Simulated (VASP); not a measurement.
# SrV (Fm-3m) in VASP: a series of runs

SrV is run at these levels: PBE; tasks: single point.

Program: VASP 6.6.1. These are calculated values, not measurements. Logs are shortened: lines on timing, memory, paths and dates and some standing lists are left out, and cuts for length are marked.

## Step 1: The cell of the first run

It takes space group Fm-3m (No. 225, cubic). Conventional cell: a = 5.592 Å, b = 5.592 Å, c = 5.592 Å, α = 90.00°, β = 90.00°, γ = 90.00°. Sr (site symmetry m-3m) has 6 V at 2.80 Å within 3.7 Å. V (site symmetry m-3m) has 6 Sr at 2.80 Å within 3.7 Å.

## Step 2: Single point, PBE, collinear spin, ferromagnetic start

Input file INCAR:

```
PREC = Accurate
ENCUT = 520
EDIFF = 1E-7
ISMEAR = -1
SIGMA = 0.05
LREAL = False
LASPH = True
NELM = 150
ALGO = Fast
ISIF = 2
LWAVE = False
LCHARG = False
ISPIN = 2
MAGMOM = 0 2
LORBIT = 11
LMAXMIX = 4
GGA = PE
NBANDS = 22
```

Input file KPOINTS:

```
Automatic mesh
0
Gamma
  8 8 8
```

Input file POSCAR:

```
SrV
1.0
    0.0000000000      2.7957652800      2.7957652800
    2.7957652800      0.0000000000      2.7957652800
    2.7957652800      2.7957652800      0.0000000000
Sr V
1 1
Direct
    0.0000000000      0.0000000000      0.0000000000
    0.5000000000      0.5000000000      0.5000000000
```

Potentials or basis: VASP PAW PBE potentials, release 64 (Sr_sv, V_sv).

Run with:

```
$ cat potpaw_PBE.64/Sr_sv/POTCAR potpaw_PBE.64/V_sv/POTCAR > POTCAR
$ mpirun -np 1 vasp_std > vasp.out
```

OUTCAR:

```text
PREC = Accurate
   ENCUT = 520
   EDIFF = 1E-7
   ISMEAR = -1
   LREAL = False
   LASPH = True
   NELM = 150
   ISIF = 2
   ISPIN = 2
   LORBIT = 11
   GGA = PE

 ion  position               nearest neighbor table
   1  0.000  0.000  0.000-   2 2.80   2 2.80   2 2.80   2 2.80   2 2.80   2 2.80
   2  0.500  0.500  0.500-   1 2.80   1 2.80   1 2.80   1 2.80   1 2.80   1 2.80

  LATTYP: Found a face centered cubic cell.
 ALAT       =     5.5915305600

  Lattice vectors:

 A1 = (   0.0000000000,   2.7957652800,   2.7957652800)
 A2 = (   2.7957652800,   0.0000000000,   2.7957652800)
 A3 = (   2.7957652800,   2.7957652800,   0.0000000000)

Analysis of symmetry for initial positions (statically):
=====================================================================
 Subroutine PRICEL returns:
 Original cell was already a primitive cell.

 Routine SETGRP: Setting up the symmetry group for a
 face centered cubic supercell.

 Subroutine GETGRP returns: Found 48 space group operations
 (whereof 48 operations were pure point group operations)
 out of a pool of 48 trial point group operations.

The static configuration has the point symmetry O_h .

Analysis of symmetry for dynamics (positions and initial velocities):
=====================================================================
 Subroutine PRICEL returns:
 Original cell was already a primitive cell.

 Routine SETGRP: Setting up the symmetry group for a
 face centered cubic supercell.

 Subroutine GETGRP returns: Found 48 space group operations
 (whereof 48 operations were pure point group operations)
 out of a pool of 48 trial point group operations.

The dynamic configuration has the point symmetry O_h .

Analysis of structural, dynamic, and magnetic symmetry:
=====================================================================
 Subroutine PRICEL returns:
 Original cell was already a primitive cell.

 Routine SETGRP: Setting up the symmetry group for a
 face centered cubic supercell.

 Subroutine GETGRP returns: Found 48 space group operations
 (whereof 48 operations were pure point group operations)
 out of a pool of 48 trial point group operations.

The overall configuration has the point symmetry O_h .

 Subroutine INISYM returns: Found 48 space group operations
 (whereof 48 operations are pure point group operations),
 and found     1 'primitive' translations

----------------------------------------------------------------------------------------

                                     Primitive cell

[... 107 lines left out ...]
   IALGO  =     68    algorithm
   IMIX   =      4    mixing-type and parameters
     AMIX     =   0.40;   BMIX     =  1.00
     AMIX_MAG =   1.60;   BMIX_MAG =  1.00
  volume/ion in A,a.u.               =      21.85       147.47
  Fermi-wavevector in a.u.,A,eV,Ry     =   1.321722  2.497692 23.768679  1.746949
  Thomas-Fermi vector in A             =   2.451455
   LORBIT       =     11    0 simple, 1 ext, 2 COOP (PROOUT), +10 PAW based schemes
   GGA     = PE    functional components
   LHFCALC =     F    Hartree Fock is set to
   AEXX    =    0.0000 exact exchange contribution
   IVDW    =     0    specifies the selected vdW correction
   LEPSILON=     F    determine dielectric tensor
   LRPA    =     F    only Hartree local field effects (RPA)
 spin polarized calculation
 RMM-DIIS sequential band-by-band and
  energy-cutoff  :      520.00
  volume of cell :       43.71
 maximum number of plane-waves:      1243
 NGX is ok and might be reduce to    30
   NGX = 15   NGY = 15   NGZ = 15

 number of electron      23.0000004 magnetization       3.0251358

 Free energy of the ion-electron system (eV)
  ---------------------------------------------------
  ext. energy  EPLUGINS =         0.00000000
  ---------------------------------------------------
  free energy    TOTEN  =        -6.46297238 eV

  energy without entropy =       -6.44043059  energy(sigma->0) =       -6.45170148

 E-fermi :   5.3258     XC(G=0): -10.5033

 val. band max:        5.2779039523   @ k =   0.3750   0.2500   0.0000
 cond. band min:       5.3404548668   @ k =   0.5000   0.1250   0.0000
 fundamental gap:      0.0625509145
 Fermi energy:         5.3258238452

 spin component 1

 k-point     1 :       0.0000    0.0000    0.0000
  band No.  band energies     occupation
      1     -59.1484      1.00000
      2     -33.0948      1.00000
      3     -33.0948      1.00000
      4     -33.0948      1.00000
      5     -29.1636      1.00000
      6     -11.1777      1.00000
[... 589 lines left out ...]
     21      16.3725      0.00000
     22      16.6836      0.00000

 [... further k-points ...]

 spin component 2

 k-point     1 :       0.0000    0.0000    0.0000
  band No.  band energies     occupation
      1     -56.7856      1.00000
      2     -30.7453      1.00000
      3     -30.7453      1.00000
      4     -30.7453      1.00000
      5     -29.0684      1.00000
      6     -11.0489      1.00000
[... 589 lines left out ...]
     21      16.8870      0.00000
     22      17.3132      0.00000

 [... further k-points ...]
[... 5 lines left out ...]
  --------------------------------------------------------------------------------------
  -------------------------------------------------------------------------------------
  Total        5.4229916      5.4229916      5.4229916      0.0000000      0.0000000     -0.0000000
  in kB      198.8004644    198.8004644    198.8004644      0.0000000      0.0000000     -0.0000000
  external PRESSURE =     198.8004644 kB  Pullay stress =       0.0000000 kB

 VOLUME and BASIS-vectors are now :
 -----------------------------------------------------------------------------
  energy-cutoff  :      520.00
  volume of cell :       43.71
      direct lattice vectors                 reciprocal lattice vectors
     0.000000000  2.795765280  2.795765280    -0.178841909  0.178841909  0.178841909
     2.795765280  0.000000000  2.795765280     0.178841909 -0.178841909  0.178841909
     2.795765280  2.795765280  0.000000000     0.178841909  0.178841909 -0.178841909

 POSITION                                       TOTAL-FORCE (eV/Angst)
 -----------------------------------------------------------------------------------
      0.00000      0.00000      0.00000        -0.000000      0.000000     -0.000000
      2.79577      2.79577      2.79577         0.000000     -0.000000      0.000000
 -----------------------------------------------------------------------------------
    total drift:                                0.000000      0.000000      0.000000

  FREE ENERGIE OF THE ION-ELECTRON SYSTEM (eV)
  ---------------------------------------------------
  free  energy   TOTEN  =        -6.4629723755 eV

  energy  without entropy=       -6.4404305933  energy(sigma->0) =       -6.45170148

 total charge

# of ion       s       p       d       tot
------------------------------------------
    1        2.085   5.747   0.509   8.340
    2        2.290   6.037   3.275  11.602
--------------------------------------------------
tot          4.375  11.784   3.784  19.942

 magnetization (x)

# of ion       s       p       d       tot
------------------------------------------
    1        0.008   0.021   0.135   0.164
    2        0.066   0.010   2.441   2.516
--------------------------------------------------
tot          0.074   0.031   2.576   2.680
```

stdout:

```text
POSCAR found type information on POSCAR SrV
 POSCAR found :  2 types and       2 ions
 scaLAPACK will be used
 LDA part: xc-table for (Slater+PW92), standard interpolation
 POSCAR, INCAR and KPOINTS ok, starting setup
 FFT: planning ... GRIDC
 FFT: planning ... GRID_SOFT
 FFT: planning ... GRID
 WAVECAR not read
 entering main loop
WARNING in EDDRMM: call to ZHEGV failed, returncode =   6  3     19
WARNING in EDDRMM: call to ZHEGV failed, returncode =   6  3     17
 num prob  num prob  num prob RMM:  18    -0.646297237553E+01   -0.39527E-08   -0.44583E-07  2509   0.272E-03
```

Run time: 49 s. Hardware: 1 thread of Intel Xeon Platinum 8559C (Emerald Rapids), shared host; peak memory 0.21 GiB.

What came out:

* Free energy: -6.4630 eV
* Pressure: 19.9 GPa
* Band gap on the k mesh: zero (filled and empty bands overlap)
* Net moment: 3.03 μB per cell
* Site moments: Sr +0.16; V +2.52 μB
* Valence electrons inside the program's atomic spheres: Sr 8.34; V 11.60

## Step 3: Single point, PBE, collinear spin, ferromagnetic start

Input file INCAR:

```
SYSTEM = SrV
PREC = Accurate ; ENCUT = 520
EDIFF = 1E-6 ; ISMEAR = -1
SIGMA = 0.05 ; LREAL = .False.
LASPH = .True. ; NELM = 150
ALGO = Normal ; ISIF = 2
LWAVE = .False. ; LCHARG = .True.
ISPIN = 2 ; MAGMOM = 0 2
LORBIT = 11 ; LMAXMIX = 4
GGA = PE ; LELF = .True.
LVHAR = .True. ; NBANDS = 22
```

Input file KPOINTS:

```
regular mesh
0
Gamma
  8 8 8
  0 0 0
```

POSCAR is that of step 2.

Potentials or basis: VASP PAW PBE potentials, release 64 (Sr_sv, V_sv).

Run with:

```
$ cat potpaw_PBE.64/Sr_sv/POTCAR potpaw_PBE.64/V_sv/POTCAR > POTCAR
$ mpirun -np 1 vasp_std > vasp.out
```

Wall time 41 s (1 thread of Intel Xeon Platinum 8559C (Emerald Rapids), shared host); peak memory 0.22 GiB.

Results (log left out):

* Free energy: -6.4630 eV
* Pressure: 19.9 GPa
* Band gap on the k mesh: zero (filled and empty bands overlap)
* Net moment: 3.03 μB per cell
* Site moments: Sr +0.16; V +2.52 μB
* Valence electrons inside the program's atomic spheres: Sr 8.34; V 11.60

Levels at points of the mesh, in eV from the Fermi level:
Spin up:
```
           k point  band 11  band 12  band 13  band 14  band 15  band 16
(0.00, 0.00, 0.00)    -1.67    -1.40    -1.40    -1.40     5.56     5.56
(0.50, 0.00, 0.00)    -0.30    -0.30     0.08     0.08     1.46     2.06
(0.50, 0.50, 0.00)    -1.12    -0.66     0.34     0.34     1.37     4.49
```
Spin down:
| k point | band 7 | band 8 | band 9 | band 10 | band 11 | band 12 | band 13 | band 14 |
| --- | --- | --- | --- | --- | --- | --- | --- | --- |
| (0.00, 0.00, 0.00) | -16.37 | -16.37 | -4.12 | -0.15 | -0.15 | -0.15 | 0.46 | 0.46 |
| (0.50, 0.00, 0.00) | -16.51 | -16.51 | -1.29 | -0.22 | 1.60 | 1.60 | 2.62 | 2.62 |
| (0.50, 0.50, 0.00) | -16.55 | -16.55 | -1.88 | -0.65 | 1.24 | 1.61 | 1.66 | 2.24 |

## Step 4: Single point, PBE, collinear spin, ferromagnetic start (volume scaled by 1.02)

Input file INCAR:

```
PREC = Accurate
ENCUT = 520
EDIFF = 1E-7
ISMEAR = -1
SIGMA = 0.05
LREAL = False
LASPH = True
NELM = 150
ALGO = Fast
ISIF = 2
LWAVE = False
LCHARG = False
ISPIN = 2
MAGMOM = 0 2
LORBIT = 11
LMAXMIX = 4
GGA = PE
NBANDS = 22
```

Input file KPOINTS:

```
regular mesh
0
Gamma
  8 8 8
```

Input file POSCAR:

```
SrV
1.0
    0.0000000000      2.8142808214      2.8142808214
    2.8142808214      0.0000000000      2.8142808214
    2.8142808214      2.8142808214      0.0000000000
Sr V
1 1
Direct
    0.0000000000      0.0000000000      0.0000000000
    0.5000000000      0.5000000000      0.5000000000
```

Run with:

```
$ cat potpaw_PBE.64/Sr_sv/POTCAR potpaw_PBE.64/V_sv/POTCAR > POTCAR
$ mpirun -np 1 vasp_std > vasp.out
```

Wall time 46 s (1 thread of Intel Xeon Platinum 8559C (Emerald Rapids), shared host); peak memory 0.22 GiB.

The run converged. Its results:

| Quantity | Value |
| --- | --- |
| Free energy | -6.5676 eV |
| Pressure | 18.4 GPa |
| Band gap on the k mesh | zero (filled and empty bands overlap) |
| Net moment | 3.04 μB per cell |
| Site moments | Sr +0.16; V +2.53 μB |
| Valence electrons inside the program's atomic spheres | Sr 8.32; V 11.59 |

Levels at points of the mesh, in eV from the Fermi level:
Spin up:
```csv
k point,band 9,band 10,band 11,band 12,band 13,band 14,band 15,band 16,band 17,band 18
"(0.00, 0.00, 0.00)",-4.69,-1.63,-1.63,-1.35,-1.35,-1.35,5.49,5.49,5.49,7.44
"(0.50, 0.00, 0.00)",-1.54,-1.23,-0.30,-0.30,0.07,0.07,1.37,2.05,2.05,6.24
"(0.50, 0.50, 0.00)",-2.58,-1.82,-1.09,-0.66,0.33,0.33,1.30,4.42,5.54,5.54
```
Spin down:
```
           k point  band 6  band 7  band 8  band 9  band 10  band 11  band 12  band 13  band 14  band 15
(0.00, 0.00, 0.00)  -16.39  -16.39  -16.39   -4.10    -0.10    -0.10    -0.10     0.52     0.52     6.31
(0.50, 0.00, 0.00)  -16.94  -16.51  -16.51   -1.27    -0.24     1.61     1.61     2.61     2.61     2.69
(0.50, 0.50, 0.00)  -16.84  -16.56  -16.56   -1.79    -0.66     1.27     1.54     1.67     2.24     2.24
```

## Step 5: Single point, PBE, collinear spin, ferromagnetic start (volume scaled by 1.04)

Input file INCAR:

```
SYSTEM = SrV
PREC = Accurate
ENCUT = 520
EDIFF = 1E-6
ISMEAR = -1
SIGMA = 0.05
LREAL = .False.
LASPH = .True.
NELM = 150
ALGO = Normal
ISIF = 2
LWAVE = .False.
LCHARG = .False.
ISPIN = 2
MAGMOM = 0 2
LORBIT = 11
LMAXMIX = 4
GGA = PE
NBANDS = 22
```

Input file KPOINTS:

```
Automatic mesh
0
Gamma
  8 8 8
  0 0 0
```

Input file POSCAR:

```
SrV
1.0
    0.0000000000      2.8325558843      2.8325558843
    2.8325558843      0.0000000000      2.8325558843
    2.8325558843      2.8325558843      0.0000000000
Sr V
1 1
Direct
    0.0000000000      0.0000000000      0.0000000000
    0.5000000000      0.5000000000      0.5000000000
```

Run with:

```
$ cat potpaw_PBE.64/Sr_sv/POTCAR potpaw_PBE.64/V_sv/POTCAR > POTCAR
$ mpirun -np 1 vasp_std > vasp.out
```

Run time: 34 s. Hardware: 1 thread of Intel Xeon Platinum 8559C (Emerald Rapids), shared host; peak memory 0.21 GiB.

The run converged. Its results:

| Quantity | Value |
| --- | --- |
| Free energy | -6.6644 eV |
| Pressure | 17.0 GPa |
| Net moment | 3.05 μB per cell |
| Site moments | Sr +0.15; V +2.54 μB |
| Valence electrons inside the program's atomic spheres | Sr 8.30; V 11.57 |

Levels at points of the mesh, in eV from the Fermi level:
Spin up:
```csv
k point,band 10,band 11,band 12,band 13,band 14,band 15,band 16,band 17
"(0.00, 0.00, 0.00)",-1.59,-1.58,-1.30,-1.30,-1.30,5.42,5.42,5.42
"(0.50, 0.00, 0.00)",-1.24,-0.31,-0.31,0.07,0.07,1.29,2.05,2.05
"(0.50, 0.50, 0.00)",-1.82,-1.07,-0.66,0.33,0.33,1.23,4.36,5.42
```
Spin down:
| k point | band 7 | band 8 | band 9 | band 10 | band 11 | band 12 | band 13 | band 14 |
| --- | --- | --- | --- | --- | --- | --- | --- | --- |
| (0.00, 0.00, 0.00) | -16.40 | -16.40 | -4.09 | -0.04 | -0.04 | -0.04 | 0.57 | 0.57 |
| (0.50, 0.00, 0.00) | -16.52 | -16.52 | -1.25 | -0.26 | 1.62 | 1.62 | 2.60 | 2.60 |
| (0.50, 0.50, 0.00) | -16.56 | -16.56 | -1.71 | -0.66 | 1.31 | 1.47 | 1.67 | 2.24 |

## Step 6: Summary

| cell | gap on the mesh (eV) | pressure (GPa) | moment (μB) |
| --- | --- | --- | --- |
| a = 3.954 Å, angles 60.0°, 2 atoms | none | 19.9 | 3.03 |
| a = 3.980 Å, angles 60.0°, 2 atoms | none | 18.4 | 3.04 |
| a = 4.006 Å, angles 60.0°, 2 atoms | none | 17.0 | 3.05 |

Alike in all rows: task single point; level PBE; potentials or basis VASP PAW PBE potentials, release 64 (Sr_sv, V_sv); spin collinear, ferromagnetic start; k mesh 8 × 8 × 8; cutoff (eV) 520; smearing fermi-dirac 0.05 eV.

Total energies depend on the potentials used, so only differences within one code and one set of settings carry meaning.
